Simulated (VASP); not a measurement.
# GaP (F-43m) in VASP: further runs

Runs on GaP. Level: PBEsol. Tasks: vibrations by perturbation theory.

All numbers are computed with VASP 6.6.1; they aren't measurements. Logs are shortened: lines on timing, memory, paths and dates and some standing lists are left out, and cuts for length are marked.

### 1 The cell of the first run

Symmetry: F-43m, No. 216, cubic system. The conventional cell has a = 5.398 Å, b = 5.398 Å, c = 5.398 Å, α = 90.00°, β = 90.00°, γ = 90.00°. Within 3.1 Å of Ga (site symmetry -43m) lie 4 P at 2.34 Å. Within 3.1 Å of P (site symmetry -43m) lie 4 Ga at 2.34 Å.

### 2 Vibrations by perturbation theory, PBEsol

File INCAR:

```
PREC = Accurate ; ENCUT = 520
EDIFF = 1E-8 ; ISMEAR = 0
SIGMA = 0.01 ; LREAL = False
LASPH = True ; NELM = 80
ALGO = Normal ; ISIF = 2
LWAVE = False ; LCHARG = True
GGA = PS ; NBANDS = 16
IBRION = 8 ; NSW = 1
```

File KPOINTS:

```
Automatic mesh
0
Gamma
  8 8 8
```

File POSCAR:

```
GaP
1.0
    2.6988628138      2.6988628138      0.0000000000
   -2.6988628138      2.6988628138      0.0000000000
    0.0000000000      2.6988628138      2.6988628138
Ga P
1 1
Direct
    0.0000000000      0.0000000000      0.0000000000
    0.7500000000      0.2500000000      0.5000000000
```

Potentials or basis: VASP PAW PBE potentials, release 64 (Ga_d, P).

Run with:

```sh
cat potpaw_PBE.64/Ga_d/POTCAR potpaw_PBE.64/P/POTCAR > POTCAR
mpirun -np 1 vasp_std > vasp.out
```

OUTCAR:

```text
PREC = Accurate
   ENCUT = 520
   EDIFF = 1E-8
   ISMEAR = 0
   LREAL = False
   LASPH = True
   NELM = 80
   ISIF = 2
   GGA = PS
   IBRION = 8
   NSW = 1

 ion  position               nearest neighbor table
   1  0.000  0.000  0.000-   2 2.34   2 2.34   2 2.34   2 2.34
   2  0.750  0.250  0.500-   1 2.34   1 2.34   1 2.34   1 2.34

  LATTYP: Found a face centered cubic cell.
 ALAT       =     5.3977256276

  Lattice vectors:

 A1 = (   0.0000000000,   2.6988628138,   2.6988628138)
 A2 = (   2.6988628138,   0.0000000000,   2.6988628138)
 A3 = (   2.6988628138,   2.6988628138,   0.0000000000)

Analysis of symmetry for initial positions (statically):
=====================================================================
 Subroutine PRICEL returns:
 Original cell was already a primitive cell.

 Routine SETGRP: Setting up the symmetry group for a
 face centered cubic supercell.

 Subroutine GETGRP returns: Found 24 space group operations
 (whereof 24 operations were pure point group operations)
 out of a pool of 48 trial point group operations.

The static configuration has the point symmetry T_d .

Analysis of symmetry for dynamics (positions and initial velocities):
=====================================================================
 Subroutine PRICEL returns:
 Original cell was already a primitive cell.

 Routine SETGRP: Setting up the symmetry group for a
 face centered cubic supercell.

 Subroutine GETGRP returns: Found 24 space group operations
 (whereof 24 operations were pure point group operations)
 out of a pool of 48 trial point group operations.

The dynamic configuration has the point symmetry T_d .

 Subroutine INISYM returns: Found 24 space group operations
 (whereof 24 operations are pure point group operations),
 and found     1 'primitive' translations

----------------------------------------------------------------------------------------

                                     Primitive cell

  volume of cell :      39.3163

  direct lattice vectors                    reciprocal lattice vectors
     2.698862814  2.698862814  0.000000000     0.185263214  0.185263214 -0.185263214
    -2.698862814  2.698862814  0.000000000    -0.185263214  0.185263214 -0.185263214
     0.000000000  2.698862814  2.698862814     0.000000000  0.000000000  0.370526429

  length of vectors
     3.816768394  3.816768394  3.816768394     0.320885300  0.320885300  0.370526429

  position of ions in fractional coordinates (direct lattice)
     0.000000000  0.000000000  0.000000000
     0.750000000  0.250000000  0.500000000

  ion indices of the primitive-cell ions
   primitive index   ion index
                 1           1
                 2           2

----------------------------------------------------------------------------------------

 KPOINTS: Automatic mesh

Automatic generation of k-mesh.
 Grid dimensions read from file:
 generate k-points for:    8    8    8

 Generating k-lattice:

  Cartesian coordinates                     Fractional coordinates (reciprocal lattice)
     0.023157902  0.023157902 -0.023157902     0.125000000  0.000000000  0.000000000
    -0.023157902  0.023157902 -0.023157902     0.000000000  0.125000000  0.000000000
     0.000000000  0.000000000  0.046315804     0.000000000  0.000000000  0.125000000

  Length of vectors
     0.040110663  0.040110663  0.046315804

  Shift w.r.t. Gamma in fractional coordinates (k-lattice)
     0.000000000  0.000000000  0.000000000

 Subroutine IBZKPT returns following result:
 ===========================================

 Found     29 irreducible k-points:

 Following reciprocal coordinates:
            Coordinates               Weight
  0.000000  0.000000  0.000000      1.000000
  0.125000  0.000000  0.000000      8.000000
  0.250000  0.000000  0.000000      8.000000
  0.375000  0.000000  0.000000      8.000000
  0.500000  0.000000  0.000000      4.000000
  0.125000  0.125000  0.000000     12.000000
[... 16 lines left out ...]
  0.375000  0.250000  0.125000     48.000000
  0.500000  0.250000  0.125000     24.000000
 [... further k-points ...]
   k-points           NKPTS =     29   k-points in BZ     NKDIM =     29   number of bands    NBANDS=     16
   number of dos      NEDOS =    301   number of ions     NIONS =      2
   total plane-waves  NPLWV =  21952
   dimension x,y,z NGX =    28 NGY =   28 NGZ =   28
   dimension x,y,z NGXF=    56 NGYF=   56 NGZF=   56
   ions per type =               1   1
   NGX,Y,Z   is equivalent  to a cutoff of  12.20, 12.20, 12.20 a.u.
   NGXF,Y,Z  is equivalent  to a cutoff of  24.39, 24.39, 24.39 a.u.
 SYSTEM =  unknown system
   PREC   = accura    normal or accurate (medium, high low for compatibility)
   ISTART =      0    job   : 0-new  1-cont  2-samecut
   ICHARG =      2    charge: 1-file 2-atom 10-const
   ISPIN  =      1    spin polarized calculation?
   LNONCOLLINEAR =      F non collinear calculations
   LSORBIT =      F    spin-orbit coupling
   LASPH  =      T    aspherical Exc in radial PAW
   ENCUT  =  520.0 eV  38.22 Ry    6.18 a.u.   7.10  7.10  7.10*2*pi/ulx,y,z
   NELM   =     80;   NELMIN=  2; NELMDL= -5     # of ELM steps
   EDIFF  = 0.1E-07   stopping-criterion for ELM
   LREAL  =      F    real-space projection
   EDIFFG = 0.1E-06   stopping-criterion for IOM
   NSW    =      1    number of steps for IOM
   IBRION =      8    ionic relax: 0-MD 1-quasi-New 2-CG
   NFREE  =      0    steps in history (QN), initial steepest desc. (CG)
   ISIF   =      2    stress and relaxation
   ISYM   =      2    0-nonsym 1-usesym 2-fastsym
   POTIM  = 0.5000    time-step for ionic-motion
   TEBEG  =    0.0;   TEEND  =   0.0 temperature during run
   PSTRESS=    0.0 pullay stress
   NELECT =      18.0000    total number of electrons
   NUPDOWN=      -1.0000    fix difference up-down
   EMIN   =  10.00;   EMAX   =-10.00  energy-range for DOS
   EFERMI =   0.00;   METHOD = LEGACY
   ISMEAR =     0;   SIGMA  =   0.01  broadening in eV -4-tet -1-fermi 0-gaus
   EFERMI_NEDOS =   21; number of points for ismear=-14 and -15
   IALGO  =     38    algorithm
   IMIX   =      4    mixing-type and parameters
     AMIX     =   0.40;   BMIX     =  1.00
     AMIX_MAG =   1.60;   BMIX_MAG =  1.00
  volume/ion in A,a.u.               =      19.66       132.66
  Fermi-wavevector in a.u.,A,eV,Ry     =   1.261754  2.384370 21.660807  1.592024
  Thomas-Fermi vector in A             =   2.395197
   LORBIT       =      0    0 simple, 1 ext, 2 COOP (PROOUT), +10 PAW based schemes
   GGA     = PS    functional components
   LHFCALC =     F    Hartree Fock is set to
   AEXX    =    0.0000 exact exchange contribution
   IVDW    =     0    specifies the selected vdW correction
   LEPSILON=     F    determine dielectric tensor
   LRPA    =     F    only Hartree local field effects (RPA)
 non-spin polarized calculation
 Gauss-broadening in eV      SIGMA  =   0.01
  energy-cutoff  :      520.00
  volume of cell :       39.32
 maximum number of plane-waves:      1067
   NGX = 15   NGY = 15   NGZ = 15

--------------------------------------- Ionic step        1  -------------------------------------------

 number of electron      18.0000001 magnetization

 Free energy of the ion-electron system (eV)
  ---------------------------------------------------
  ext. energy  EPLUGINS =         0.00000000
  ---------------------------------------------------
  free energy    TOTEN  =        -9.91585878 eV

  energy without entropy =       -9.91585878  energy(sigma->0) =       -9.91585878

 E-fermi :   4.9526     XC(G=0): -10.1538

 val. band max:        4.8718081267   @ k =   0.0000   0.0000   0.0000
 cond. band min:       6.3264428670   @ k =   0.5000   0.5000   0.0000
 fundamental gap:      1.4546347403
 Fermi energy:         4.9525802503

 k-point     1 :       0.0000    0.0000    0.0000
  band No.  band energies     occupation
      1      -9.7233      2.00000
      2      -9.7233      2.00000
      3      -9.7233      2.00000
      4      -9.6132      2.00000
      5      -9.6132      2.00000
      6      -7.8771      2.00000
[... 8 lines left out ...]
     15      14.6848      0.00000
     16      14.6848      0.00000
[... 420 lines left out ...]
  band No.  band energies     occupation
      1      -9.8222      2.00000
      2      -9.6893      2.00000
      3      -9.6756      2.00000
      4      -9.6194      2.00000
      5      -9.6052      2.00000
      6      -5.2609      2.00000
[... 8 lines left out ...]
     15      16.8727      0.00000
     16      17.4818      0.00000

 [... further k-points ...]
[... 5 lines left out ...]
  --------------------------------------------------------------------------------------
  -------------------------------------------------------------------------------------
  Total        0.4786372      0.4786372      0.4786372      0.0000000      0.0000000      0.0000000
  in kB       19.5049393     19.5049393     19.5049393      0.0000000      0.0000000      0.0000000
  external PRESSURE =      19.5049393 kB  Pullay stress =       0.0000000 kB

 VOLUME and BASIS-vectors are now :
 -----------------------------------------------------------------------------
  energy-cutoff  :      520.00
  volume of cell :       39.32
      direct lattice vectors                 reciprocal lattice vectors
     2.698862814  2.698862814  0.000000000     0.185263214  0.185263214 -0.185263214
    -2.698862814  2.698862814  0.000000000    -0.185263214  0.185263214 -0.185263214
     0.000000000  2.698862814  2.698862814     0.000000000  0.000000000  0.370526429

 POSITION                                       TOTAL-FORCE (eV/Angst)
 -----------------------------------------------------------------------------------
      0.00000      0.00000      0.00000         0.000000     -0.000000      0.000000
      1.34943      4.04829      1.34943         0.000000      0.000000     -0.000000
 -----------------------------------------------------------------------------------
    total drift:                               -0.000000      0.000000     -0.000000

  FREE ENERGIE OF THE ION-ELECTRON SYSTEM (eV)
  ---------------------------------------------------
  free  energy   TOTEN  =        -9.9158587795 eV

  energy  without entropy=       -9.9158587795  energy(sigma->0) =       -9.91585878

[... ionic steps 2 to 3 ...]

--------------------------------------- Ionic step        4  -------------------------------------------

------------------------ aborting loop because EDIFF is reached ----------------------------------------

[... ionic steps 5 to 6 ...]

--------------------------------------- Ionic step        7  -------------------------------------------

 Free energy of the ion-electron system (eV)
  ---------------------------------------------------
  ---------------------------------------------------
  free energy    TOTEN  =        -0.04745931 eV

  energy without entropy =       -0.04745931

------------------------ aborting loop because EDIFF is reached ----------------------------------------

 INTERNAL STRAIN TENSOR  FOR ION    2  DIRECTION 1   (eV/Angst):
 -----------------------------------------------------------------------------
     0.01472  0.00000  0.00000
     0.00000 -0.01037  8.21991
     0.00000  8.21991 -0.01037

 INTERNAL STRAIN TENSOR FOR ION    2 for displacements in x,y,z  (eV/Angst):
          X           Y           Z          XY          YZ          ZX
  --------------------------------------------------------------------------------
  x     0.00000    -0.00000    -0.00000     0.00000     8.21991     0.00000
  y     0.00000     0.00000     0.00000     0.00000     0.00000     8.21991
  z    -0.00000    -0.00000     0.00000     8.21991     0.00000     0.00000

 SECOND DERIVATIVES (NOT SYMMETRIZED)
 ------------------------------------
               1X          1Y          1Z          2X          2Y          2Z
  1X   -10.567780    0.000000    0.000000   10.567780    0.000000    0.000000
  1Y     0.000000  -10.567780    0.000000    0.000000   10.567780    0.000000
  1Z     0.000000    0.000000  -10.567780    0.000000    0.000000   10.567780
  2X    10.533908    0.000000   -0.000000  -10.533908   -0.000000    0.000000
  2Y    -0.000000   10.533908    0.000000    0.000000  -10.533908   -0.000000
  2Z    -0.000000    0.000000   10.533908    0.000000   -0.000000  -10.533908

 Eigenvectors and eigenvalues of the dynamical matrix
 ----------------------------------------------------

   1 f  =   10.961800 THz    68.875018 2PiTHz  365.646275 cm-1    45.334340 meV
             X         Y         Z           dx          dy          dz
      0.000000  0.000000  0.000000     0.000000   -0.000000   -0.555230
      1.349431  4.048294  1.349431    -0.000000   -0.000000    0.831697

   2 f  =   10.961800 THz    68.875018 2PiTHz  365.646275 cm-1    45.334340 meV
             X         Y         Z           dx          dy          dz
      0.000000  0.000000  0.000000    -0.000000   -0.555230    0.000000
      1.349431  4.048294  1.349431     0.000000    0.831697    0.000000
[... 11 lines left out ...]
   5 f/i=    0.008125 THz     0.051054 2PiTHz    0.271036 cm-1     0.033604 meV
             X         Y         Z           dx          dy          dz
      0.000000  0.000000  0.000000     0.831111   -0.029686    0.009627
      1.349431  4.048294  1.349431     0.554839   -0.019818    0.006427

   6 f/i=    0.008125 THz     0.051054 2PiTHz    0.271036 cm-1     0.033604 meV
             X         Y         Z           dx          dy          dz
      0.000000  0.000000  0.000000     0.030931    0.817671   -0.148917
      1.349431  4.048294  1.349431     0.020649    0.545867   -0.099415

--------------------------------------------------------------------------------------------------------

 ELASTIC MODULI CONTR FROM IONIC RELAXATION (kBar)
 Direction    XX          YY          ZZ          XY          YZ          ZX
 --------------------------------------------------------------------------------
 XX          -0.0000     -0.0000     -0.0000      0.0000      0.0000     -0.0000
 YY          -0.0000     -0.0000     -0.0000      0.0000      0.0000      0.0000
 ZZ          -0.0000     -0.0000     -0.0000      0.0000      0.0000     -0.0000
 XY           0.0000      0.0000      0.0000   -259.0573      0.0000      0.0000
 YZ           0.0000      0.0000      0.0000      0.0000   -259.0573      0.0000
 ZX          -0.0000      0.0000     -0.0000      0.0000      0.0000   -259.0573
 --------------------------------------------------------------------------------
```

It took 5.2 min on 1 thread of AMD EPYC 7R13, shared host; peak memory 0.25 GiB.

Results:

```yaml
Highest_phonon_frequency_at_Γ_LO-TO_splitting_left_out: 366 cm⁻¹
```

Phonon frequencies in cm⁻¹ (negative: imaginary):
```csv
q point,frequencies
"(0.000, 0.000, 0.000)",0 0 0 366 366 366
```

Caveat: the cell wasn't relaxed at this level first, which shifts response properties; the PAW data sets were made with another functional, which shifts forces and pressure a little.

[end of part 1 of 2]
